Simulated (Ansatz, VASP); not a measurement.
**One calculation of Nb, two programs**

File POSCAR:

```
Nb
1.0
    0.0000000000      2.1048043597      2.1048043597
    2.1048043597      0.0000000000      2.1048043597
    2.1048043597      2.1048043597      0.0000000000
Nb
1
Direct
    0.0000000000      0.0000000000      0.0000000000
```

The input INCAR.step1:

```
  PREC = Accurate
  ENCUT = 520
  ISMEAR = 0
  SIGMA = 0.05
  LREAL = F
  LASPH = T
  NELM = 100
  NBANDS = 12
  GGA = PE
  ALGO = Normal
  EDIFF = 1E-4
  LWAVE = T
  LCHARG = F
```

Contents of INCAR.step2:

```
  PREC = Accurate
  ENCUT = 520
  EDIFF = 1E-6
  ISMEAR = 0
  SIGMA = 0.05
  LREAL = F
  LASPH = T
  NELM = 100
  ALGO = Normal
  ISIF = 2
  LWAVE = F
  LCHARG = F
  METAGGA = R2SCAN
  LMIXTAU = T
  NBANDS = 12
  ISTART = 1
```

File KPOINTS:

```
Automatic mesh
0
Gamma
  18 18 18
```

Input for Ansatz:

```yaml
crystal:
  lattice:
    - [0.0, 2.1048043597, 2.1048043597]
    - [2.1048043597, 0.0, 2.1048043597]
    - [2.1048043597, 2.1048043597, 0.0]
  atoms:
    - { symbol: Nb, position: [0.0, 0.0, 0.0] }
basis:
  ecutwfc: 500
  ecutrho_ratio: 4
kpoints:
  mp_grid: { grid: [18, 18, 18] }
hamiltonian:
  xc: r2scan
scf:
  occupations: { method: gaussian, width: 0.05 }
output:
  forces: true
  stress: true
  eigenvalues: true
```

Alike in both runs: task single point; functional r2SCAN; k mesh 18 × 18 × 18; occupations gaussian, width 0.05 eV; no spin polarisation.

|  | VASP | Ansatz |
| --- | --- | --- |
| version | VASP 6.6.1 | Ansatz 0.2.0 |
| potentials or method | VASP PAW PBE potentials, release 64 (Nb_sv), cutoff 520 eV | scalar-relativistic, plane waves, PAW |
| valence electrons in the cell | 13 | 13 |

|  | VASP | Ansatz | Ansatz less VASP |
| --- | --- | --- | --- |
| pressure (GPa) | 0.2 | 0.4 | +0.20 |

VASP's potentials were made for PBE, not for r2SCAN.
